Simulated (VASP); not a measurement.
# SiC (P6_3mc) in VASP: a series of runs, part 2 of 3

VASP 6.6.1.

**3. Single point, PBE (9.55 Å³/atom)**

This run uses another cell than the first one, of 9.55 Å³/atom.

INCAR reads:

```
SYSTEM = SiC
PREC = Accurate
ENCUT = 520
EDIFF = 1E-7
ISMEAR = 0
SIGMA = 0.02
LREAL = .False.
LASPH = .True.
NELM = 80
ALGO = Normal
ISIF = 2
LWAVE = .False.
LCHARG = .True.
GGA = PE
LELF = .True.
LVHAR = .True.
NBANDS = 36
```

KPOINTS reads:

```
regular mesh
0
Gamma
  12 12 2
  0 0 0
```

POSCAR reads:

```
SiC
1.0
    2.9995528375      0.0000000000      0.0000000000
   -1.4997764187      2.5976889572      0.0000000000
    0.0000000000      0.0000000000     14.7131310372
Si C
6 6
Direct
    0.0000000000      0.0000000000      0.1250086215
    0.0000000000      0.0000000000      0.6250086215
    0.3333333333      0.6666666667      0.2918302790
    0.6666666667      0.3333333333      0.7918302790
    0.3333333333      0.6666666667      0.9583438915
    0.6666666667      0.3333333333      0.4583438915
    0.0000000000      0.0000000000     -0.0003102604
    0.0000000000      0.0000000000      0.4996897396
    0.3333333333      0.6666666667      0.1668065849
    0.6666666667      0.3333333333      0.6668065849
    0.3333333333      0.6666666667      0.8333208834
    0.6666666667      0.3333333333      0.3333208834
```

Potentials or basis: VASP PAW PBE potentials, release 64 (Si, C).

Run with:

```bash
> cat potpaw_PBE.64/Si/POTCAR potpaw_PBE.64/C/POTCAR > POTCAR
> mpirun -np 1 vasp_std > vasp.out
```

OUTCAR:

```text
SYSTEM = SiC
   PREC = Accurate
   ENCUT = 520
   EDIFF = 1E-7
   ISMEAR = 0
   LREAL = .False.
   LASPH = .True.
   NELM = 80
   ISIF = 2
   GGA = PE

 ion  position               nearest neighbor table
   1  0.000  0.000  0.125-   9 1.84   9 1.84   9 1.84   7 1.84   5 3.00   5 3.00   5 3.00   3 3.00
                             3 3.00   3 3.00
   2  0.000  0.000  0.625-  10 1.84  10 1.84  10 1.84   8 1.84   6 3.00   6 3.00   6 3.00   4 3.00
                             4 3.00   4 3.00
   3  0.333  0.667  0.292-  12 1.84  12 1.84  12 1.84   9 1.84   6 3.00   6 3.00   6 3.00   1 3.00
                             1 3.00   1 3.00
   4  0.667  0.333  0.792-  11 1.84  11 1.84  11 1.84  10 1.84   5 3.00   5 3.00   5 3.00   2 3.00
                             2 3.00   2 3.00
   5  0.333  0.667  0.958-   7 1.84   7 1.84   7 1.84  11 1.84   4 3.00   4 3.00   4 3.00   1 3.00
                             1 3.00   1 3.00
   6  0.667  0.333  0.458-   8 1.84   8 1.84   8 1.84  12 1.84   3 3.00   3 3.00   3 3.00   2 3.00
                             2 3.00   2 3.00
   7  0.000  0.000  1.000-   5 1.84   5 1.84   5 1.84   1 1.84
   8  0.000  0.000  0.500-   6 1.84   6 1.84   6 1.84   2 1.84
   9  0.333  0.667  0.167-   1 1.84   1 1.84   1 1.84   3 1.84
  10  0.667  0.333  0.667-   2 1.84   2 1.84   2 1.84   4 1.84
  11  0.333  0.667  0.833-   4 1.84   4 1.84   4 1.84   5 1.84
  12  0.667  0.333  0.333-   3 1.84   3 1.84   3 1.84   6 1.84

  LATTYP: Found a hexagonal cell.
 ALAT       =     2.9995528375
 C/A-ratio  =     4.9051081392

  Lattice vectors:

 A1 = (   2.9995528375,   0.0000000000,   0.0000000000)
 A2 = (  -1.4997764187,   2.5976889572,   0.0000000000)
 A3 = (   0.0000000000,   0.0000000000,  14.7131310372)

Analysis of symmetry for initial positions (statically):
=====================================================================
 Subroutine PRICEL returns:
 Original cell was already a primitive cell.

 Routine SETGRP: Setting up the symmetry group for a
 hexagonal supercell.

 Subroutine GETGRP returns: Found 12 space group operations
 (whereof  6 operations were pure point group operations)
 out of a pool of 24 trial point group operations.

The static configuration has the point symmetry C_3v.
 The point group associated with its full space group is C_6v.

Analysis of symmetry for dynamics (positions and initial velocities):
=====================================================================
 Subroutine PRICEL returns:
 Original cell was already a primitive cell.

 Routine SETGRP: Setting up the symmetry group for a
 hexagonal supercell.

 Subroutine GETGRP returns: Found 12 space group operations
 (whereof  6 operations were pure point group operations)
 out of a pool of 24 trial point group operations.

The dynamic configuration has the point symmetry C_3v.
 The point group associated with its full space group is C_6v.

 Subroutine INISYM returns: Found 12 space group operations
 (whereof  6 operations are pure point group operations),
 and found     1 'primitive' translations

----------------------------------------------------------------------------------------

                                     Primitive cell

[... 93 lines left out ...]
   number of dos      NEDOS =    301   number of ions     NIONS =     12
   total plane-waves  NPLWV =  64512
   dimension x,y,z NGX =    24 NGY =   24 NGZ =  112
   dimension x,y,z NGXF=    48 NGYF=   48 NGZF=  224
   ions per type =               6   6
   NGX,Y,Z   is equivalent  to a cutoff of  13.30, 13.30, 12.66 a.u.
   NGXF,Y,Z  is equivalent  to a cutoff of  26.60, 26.60, 25.31 a.u.
 SYSTEM =  SiC
   PREC   = accura    normal or accurate (medium, high low for compatibility)
   ISTART =      0    job   : 0-new  1-cont  2-samecut
   ICHARG =      2    charge: 1-file 2-atom 10-const
   ISPIN  =      1    spin polarized calculation?
   LNONCOLLINEAR =      F non collinear calculations
   LSORBIT =      F    spin-orbit coupling
   LASPH  =      T    aspherical Exc in radial PAW
   ENCUT  =  520.0 eV  38.22 Ry    6.18 a.u.   5.58  5.58 27.36*2*pi/ulx,y,z
   NELM   =     80;   NELMIN=  2; NELMDL= -5     # of ELM steps
   EDIFF  = 0.1E-06   stopping-criterion for ELM
   LREAL  =      F    real-space projection
   EDIFFG = 0.1E-05   stopping-criterion for IOM
   NSW    =      0    number of steps for IOM
   IBRION =     -1    ionic relax: 0-MD 1-quasi-New 2-CG
   NFREE  =      0    steps in history (QN), initial steepest desc. (CG)
   ISIF   =      2    stress and relaxation
   ISYM   =      2    0-nonsym 1-usesym 2-fastsym
   POTIM  = 0.5000    time-step for ionic-motion
   TEBEG  =    0.0;   TEEND  =   0.0 temperature during run
   PSTRESS=    0.0 pullay stress
   NELECT =      48.0000    total number of electrons
   NUPDOWN=      -1.0000    fix difference up-down
   EMIN   =  10.00;   EMAX   =-10.00  energy-range for DOS
   EFERMI =   0.00;   METHOD = LEGACY
   ISMEAR =     0;   SIGMA  =   0.02  broadening in eV -4-tet -1-fermi 0-gaus
   EFERMI_NEDOS =   21; number of points for ismear=-14 and -15
   IALGO  =     38    algorithm
   IMIX   =      4    mixing-type and parameters
     AMIX     =   0.40;   BMIX     =  1.00
     AMIX_MAG =   1.60;   BMIX_MAG =  1.00
  volume/ion in A,a.u.               =       9.55        64.47
  Fermi-wavevector in a.u.,A,eV,Ry     =   1.224726  2.314397 20.408115  1.499954
  Thomas-Fermi vector in A             =   2.359790
   LORBIT       =      0    0 simple, 1 ext, 2 COOP (PROOUT), +10 PAW based schemes
   GGA     = PE    functional components
   LHFCALC =     F    Hartree Fock is set to
   AEXX    =    0.0000 exact exchange contribution
   IVDW    =     0    specifies the selected vdW correction
   LEPSILON=     F    determine dielectric tensor
   LRPA    =     F    only Hartree local field effects (RPA)
 non-spin polarized calculation
 Gauss-broadening in eV      SIGMA  =   0.02
  energy-cutoff  :      520.00
  volume of cell :      114.64
 maximum number of plane-waves:      3146
 NGX is ok and might be reduce to    24
   NGX = 11   NGY = 11   NGZ = 55

 number of electron      47.9999997 magnetization

 Free energy of the ion-electron system (eV)
  ---------------------------------------------------
  ext. energy  EPLUGINS =         0.00000000
  ---------------------------------------------------
  free energy    TOTEN  =       -89.58460610 eV

  energy without entropy =      -89.58460610  energy(sigma->0) =      -89.58460610

 E-fermi :   9.1842     XC(G=0): -11.7059

 val. band max:        9.0737724858   @ k =   0.0000   0.0000   0.0000
 cond. band min:      11.0767181858   @ k =   0.5000  -0.0000   0.0000
 fundamental gap:      2.0029457000
 Fermi energy:         9.1841981135

 k-point     1 :       0.0000    0.0000    0.0000
  band No.  band energies     occupation
      1      -7.0241      2.00000
      2      -6.4698      2.00000
      3      -6.4287      2.00000
      4      -4.8271      2.00000
      5      -4.7974      2.00000
      6      -3.1488      2.00000
[... 925 lines left out ...]
     35      17.4027      0.00000
     36      17.4028      0.00000

 [... further k-points ...]

------------------------ aborting loop because EDIFF is reached ----------------------------------------

  FORCE on cell =-STRESS in cart. coord.  units (eV):
  Direction    XX          YY          ZZ          XY          YZ          ZX
  --------------------------------------------------------------------------------------
  -------------------------------------------------------------------------------------
  Total       17.1979747     17.1979747     17.1753730      0.0000000      0.0000000      0.0000000
  in kB      240.3472291    240.3472291    240.0313641      0.0000000      0.0000000      0.0000000
  external PRESSURE =     240.2419408 kB  Pullay stress =       0.0000000 kB

 VOLUME and BASIS-vectors are now :
 -----------------------------------------------------------------------------
  energy-cutoff  :      520.00
  volume of cell :      114.64
      direct lattice vectors                 reciprocal lattice vectors
     2.999552838  0.000000000  0.000000000     0.333383025  0.192478779  0.000000000
    -1.499776419  2.597688957  0.000000000     0.000000000  0.384957559  0.000000000
     0.000000000  0.000000000 14.713131037     0.000000000  0.000000000  0.067966499

 POSITION                                       TOTAL-FORCE (eV/Angst)
 -----------------------------------------------------------------------------------
      0.00000      0.00000      1.83927        -0.000000     -0.000000     -0.007982
      0.00000      0.00000      9.19583         0.000000      0.000000     -0.007982
     -0.00000      1.73179      4.29374        -0.000000     -0.000000     -0.000887
      1.49978      0.86590     11.65030         0.000000     -0.000000     -0.000887
     -0.00000      1.73179     14.10024        -0.000000      0.000000     -0.001984
      1.49978      0.86590      6.74367         0.000000     -0.000000     -0.001984
      0.00000      0.00000     14.70857        -0.000000      0.000000      0.007919
      0.00000      0.00000      7.35200        -0.000000     -0.000000      0.007919
     -0.00000      1.73179      2.45425         0.000000     -0.000000      0.002391
      1.49978      0.86590      9.81081        -0.000000     -0.000000      0.002391
     -0.00000      1.73179     12.26076        -0.000000     -0.000000      0.000543
      1.49978      0.86590      4.90419         0.000000     -0.000000      0.000543
 -----------------------------------------------------------------------------------
    total drift:                               -0.000000     -0.000000     -0.000702

  FREE ENERGIE OF THE ION-ELECTRON SYSTEM (eV)
  ---------------------------------------------------
  free  energy   TOTEN  =       -89.5846060966 eV

  energy  without entropy=      -89.5846060966  energy(sigma->0) =      -89.58460610
```

It took 72 s on 1 thread of Intel Xeon 6975P-C (Granite Rapids), shared host; peak memory 0.29 GiB.

Results:

```yaml
Free_energy: -89.5846 eV
Pressure: 24.0 GPa
Largest_force: 0.008 eV/Å
Band_gap_on_the_k_mesh: 2.00 eV (least direct gap 3.12 eV)
```

Forces in eV/Å, atoms in the order of the input:
```
Si   0.000  0.000 -0.008
Si   0.000  0.000 -0.008
Si   0.000  0.000 -0.001
Si   0.000  0.000 -0.001
Si   0.000  0.000 -0.002
Si   0.000  0.000 -0.002
C    0.000  0.000  0.008
C    0.000  0.000  0.008
C    0.000  0.000  0.002
C    0.000  0.000  0.002
C    0.000  0.000  0.001
C    0.000  0.000  0.001
```

Caveat: the cell stands under pressure.

**4. Single point, PBE (9.87 Å³/atom)**

This run uses another cell than the first one, of 9.87 Å³/atom.

INCAR reads:

```
SYSTEM = SiC
PREC     = Accurate       ! precision mode
ENCUT    = 520            ! plane-wave cutoff, eV
EDIFF    = 1E-6           ! SCF threshold, eV
ISMEAR   = 0              ! smearing method
SIGMA    = 0.02           ! smearing width, eV
LREAL    = .False.        ! projectors in reciprocal space
LASPH    = .True.         ! aspherical terms in the spheres
NELM     = 60             ! most SCF steps
ALGO     = Normal         ! electronic algorithm
ISIF     = 2              ! what is computed and relaxed
LWAVE    = .False.        ! write WAVECAR
LCHARG   = .True.         ! write CHGCAR
GGA      = PE             ! functional
LELF     = .True.         ! ELF
LVHAR    = .True.       
NBANDS   = 36             ! bands
```

KPOINTS reads:

```
Automatic mesh
0
Gamma
  12 12 2
  0 0 0
```

POSCAR reads:

```
SiC
1.0
    3.0320537894      0.0000000000      0.0000000000
   -1.5160268947      2.6258356073      0.0000000000
    0.0000000000      0.0000000000     14.8741033255
Si C
6 6
Direct
    0.0000000000      0.0000000000      0.1250249637
    0.0000000000      0.0000000000      0.6250249637
    0.3333333333      0.6666666667      0.2918266653
    0.6666666667      0.3333333333      0.7918266653
    0.3333333333      0.6666666667      0.9583302103
    0.6666666667      0.3333333333      0.4583302103
    0.0000000000      0.0000000000     -0.0003144234
    0.0000000000      0.0000000000      0.4996855766
    0.3333333333      0.6666666667      0.1668154381
    0.6666666667      0.3333333333      0.6668154381
    0.3333333333      0.6666666667      0.8333171459
    0.6666666667      0.3333333333      0.3333171459
```

Run with:

```bash
> cat potpaw_PBE.64/Si/POTCAR potpaw_PBE.64/C/POTCAR > POTCAR
> mpirun -np 1 vasp_std > vasp.out
```

It took 67 s on 1 thread of Intel Xeon 6975P-C (Granite Rapids), shared host; peak memory 0.29 GiB.

It converged, with:

```
Free energy            : -90.0409 eV
Pressure               : 14.8 GPa
Largest force          : 0.008 eV/Å
Band gap on the k mesh : 2.01 eV (least direct gap 3.12 eV)
```

Forces in eV/Å, atoms in the order of the input:
```
Si   0.000  0.000 -0.008
Si   0.000  0.000 -0.008
Si   0.000  0.000 -0.001
Si   0.000  0.000 -0.001
Si   0.000  0.000 -0.002
Si   0.000  0.000 -0.002
C    0.000  0.000  0.008
C    0.000  0.000  0.008
C    0.000  0.000  0.002
C    0.000  0.000  0.002
C    0.000  0.000  0.001
C    0.000  0.000  0.001
```

Levels at points of the mesh, in eV from the valence-band top:
| k point | band 22 | band 23 | band 24 | band 25 | band 26 | band 27 |
| --- | --- | --- | --- | --- | --- | --- |
| (0.00, 0.00, 0.00) | -0.03 | 0.00 | 0.00 | 5.59 | 5.76 | 6.19 |
| (0.50, 0.00, 0.00) | -1.82 | -1.70 | -1.11 | 2.01 | 2.23 | 3.30 |
| (0.00, 0.00, 0.50) | -0.10 | -0.10 | -0.10 | 5.66 | 5.66 | 6.42 |
| (0.50, 0.00, 0.50) | -1.74 | -1.32 | -1.32 | 2.07 | 2.07 | 3.51 |

Caveat: the cell stands under pressure. A k mesh can miss the band edges.

(Part 2 of 3 ends here.)
